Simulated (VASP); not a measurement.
Wanted: the native input for a VASP 6.6.1 run.

| Quantity | Value |
| --- | --- |
| Task | relaxation of cell and atoms |
| Functional | PBEsol |
| Potentials or basis | VASP PAW PBE potentials, release 64 (Be, Te) |
| Cutoff | 600 eV |
| k mesh | 8 × 8 × 8 |
| Occupations | gaussian, width 0.01 eV |
| Spin | no spin polarisation |
| Target pressure | 7 GPa |
| Dipole correction | no |
| Further INCAR settings | ALGO = Normal; EDIFF = 1e-07; IBRION = 2; EDIFFG = -0.002; NSW = 100; ISIF = 3 |

The structure of BeTe lies in POSCAR:

```
BeTe
1.0
    2.8027758361      2.8027758361      0.0000000000
   -2.8027758361      2.8027758361      0.0000000000
    0.0000000000      2.8027758361      2.8027758361
Be Te
1 1
Direct
    0.0000000000      0.0000000000      0.0000000000
    0.7500000000      0.2500000000      0.5000000000
```

These files were run (other wordings do the same):

INCAR

```
ALGO = Normal ; EDIFF = 1E-7
EDIFFG = -0.002 ; ENCUT = 600
GGA = PS ; IBRION = 2
ISIF = 3 ; ISMEAR = 0
LASPH = True ; LCHARG = False
LREAL = False ; LWAVE = False
NELM = 100 ; NSW = 100
PREC = Accurate ; PSTRESS = 70.0
SIGMA = 0.01
```

KPOINTS

```
k-points
0
Gamma
  8 8 8
```

Potentials or basis: VASP PAW PBE potentials, release 64 (Be, Te).

Command:

```console
$ cat potpaw_PBE.64/Be/POTCAR potpaw_PBE.64/Te/POTCAR > POTCAR
$ mpirun -np 1 vasp_std > vasp.out
```

It gave:

```yaml
Relaxed_volume: 20.08 Å³/atom
Relaxed_cell: a = 3.844 Å, b = 3.844 Å, c = 3.844 Å, α = 60.00°, β = 60.00°, γ = 90.00°
Space_group_after_relaxing_to_0.05_Å: F-43m (No. 216)
Energy_change_on_relaxing_the_enthalpy_is_what_falls: +40.7 meV/atom
Ionic_steps: 3
Pressure_after_relaxing: 7.0 GPa
Band_gap_on_the_k_mesh: 1.57 eV, indirect (least direct gap 3.49 eV)
```

Caveat: the cell is relaxed towards a set pressure, so the enthalpy falls and the energy may rise; the PAW data sets were made with another functional, which shifts forces and pressure a little; spin-orbit coupling is left out, which moves the levels of the heavy elements.

It took 52 s on 1 thread of Intel Xeon 8259CL, on a shared host, peak memory 0.19 GiB.
